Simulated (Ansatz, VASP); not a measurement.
**One calculation of MgO, two programs**

Contents of INCAR:

```
SYSTEM = MgO
  PREC = Accurate
  ENCUT = 520
  EDIFF = 1E-6
  ISMEAR = 0
  SIGMA = 0.1
  LREAL = .FALSE.
  LASPH = .TRUE.
  NELM = 60
  ALGO = Normal
  ISIF = 2
  LWAVE = .FALSE.
  LCHARG = .FALSE.
  GGA = PE
  NBANDS = 26
```

The input KPOINTS:

```
regular mesh
0
G
  4 6 6
  0 0 0
```

POSCAR

```
MgO
1.0
    6.2001982200      0.0000000000      0.0000000000
    0.0000000000      3.5303118600      0.0000000000
    0.0000000000      0.0000000000      3.3427267700
Mg O
4 4
Direct
    0.7500000000      0.0000000000      0.3554073800
    0.0000000000      0.5000000000      0.0000000000
    0.2500000000      0.0000000000      0.6445926200
    0.5000000000      0.5000000000      0.0000000000
    0.7500000000      0.5000000000      0.6445926200
    0.0000000000      0.0000000000      0.0000000000
    0.2500000000      0.5000000000      0.3554073800
    0.5000000000      0.0000000000      0.0000000000
```

Input for Ansatz:

```yaml
crystal:
  lattice:
    - [6.20019822, 0.0, 0.0]
    - [0.0, 3.53031186, 0.0]
    - [0.0, 0.0, 3.34272677]
  atoms:
    - { symbol: Mg, position: [0.75, 0.0, 0.35540738] }
    - { symbol: Mg, position: [0.0, 0.5, 0.0] }
    - { symbol: Mg, position: [0.25, 0.0, 0.64459262] }
    - { symbol: Mg, position: [0.5, 0.5, 0.0] }
    - { symbol: O, position: [0.75, 0.5, 0.64459262] }
    - { symbol: O, position: [0.0, 0.0, 0.0] }
    - { symbol: O, position: [0.25, 0.5, 0.35540738] }
    - { symbol: O, position: [0.5, 0.0, 0.0] }
basis:
  ecutwfc: 420
kpoints:
  mp_grid: { grid: [4, 6, 6] }
hamiltonian:
  xc: pbe
scf:
  occupations: { method: gaussian, width: 0.1 }
  lower_state_search: "off"
output:
  forces: true
  stress: true
  eigenvalues: true
```

Alike in both runs: task single point; functional PBE; k mesh 4 × 6 × 6; occupations gaussian, width 0.1 eV; no spin polarisation.

```csv
,VASP,Ansatz
version,VASP 6.6.1,Ansatz 0.2.0
potentials or method,"VASP PAW PBE potentials, release 64 (Mg, O), cutoff 520 eV","scalar-relativistic, plane waves, PAW"
valence electrons in the cell,32,64
```

```tsv
	VASP	Ansatz	Ansatz less VASP
gap on the k mesh at the Fermi level (eV)	3.25	3.27	+0.024
least direct gap on the mesh (eV)	3.25	3.27	+0.024
rms of the force components (eV/Å)	1.104	1.095	-0.0092
```

Atom by atom the forces differ by 0.009 eV/Å (rms over components). VASP's potentials hold 32 valence electrons a cell and Ansatz's 64, so a difference there can come from the potentials and not from the codes.
